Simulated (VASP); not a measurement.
Write the native input for VASP 6.6.1 that does the following.

```
Task                   : single point
Functional             : PBEsol
Potentials or basis    : VASP PAW PBE potentials, release 64 (In_d, P)
Cutoff                 : 520 eV
k mesh                 : 8 × 8 × 8
Occupations            : fermi-dirac, width 0.05 eV
Spin                   : no spin polarisation
Dipole correction      : no
Further INCAR settings : ALGO = Normal; EDIFF = 1e-06; NBANDS = 16
```

The structure of InP lies in POSCAR:

```
InP
1.0
    0.0000000000      2.7502506615      2.7502506615
    2.7502506615      0.0000000000      2.7502506615
    2.7502506615      2.7502506615      0.0000000000
In P
1 1
Direct
    0.0000000000      0.0000000000      0.0000000000
    0.5000000000      0.5000000000      0.5000000000
```

One way to write it, as run:

INCAR

```
SYSTEM = InP
PREC     = Accurate       ! precision mode
ENCUT    = 520            ! plane-wave cutoff, eV
EDIFF    = 1E-6           ! SCF threshold, eV
ISMEAR   = -1             ! smearing method
SIGMA    = 0.05           ! smearing width, eV
LREAL    = .FALSE.        ! projectors in reciprocal space
LASPH    = .TRUE.         ! aspherical terms in the spheres
NELM     = 100            ! most SCF steps
ALGO     = Normal         ! electronic algorithm
ISIF     = 2              ! what is computed and relaxed
LWAVE    = .FALSE.        ! write WAVECAR
LCHARG   = .TRUE.         ! write CHGCAR
GGA      = PS             ! functional
LELF     = .TRUE.         ! ELF
LVHAR    = .TRUE.       
NBANDS   = 16             ! bands
```

KPOINTS

```
regular mesh
0
G
  8 8 8
  0 0 0
```

Potentials or basis: VASP PAW PBE potentials, release 64 (In_d, P).

Command:

```sh
$ cat potpaw_PBE.64/In_d/POTCAR potpaw_PBE.64/P/POTCAR > POTCAR
$ mpirun -np 1 vasp_std > vasp.out
```

Results of the run:

| Item | Value |
| --- | --- |
| Pressure | -1.9 GPa |
| Band gap on the k mesh | zero (band 9 reaches 7.50 eV, above the bottom of band 10 at 4.77 eV) |

Caveat: the PAW data sets were made with another functional, which shifts forces and pressure a little; spin-orbit coupling is left out, which moves the levels of the heavy elements.

Run time: 25 s on 1 thread of Intel(R) Xeon(R) Platinum 8488C (Sapphire Rapids), with other jobs on the host, peak memory 0.17 GiB.
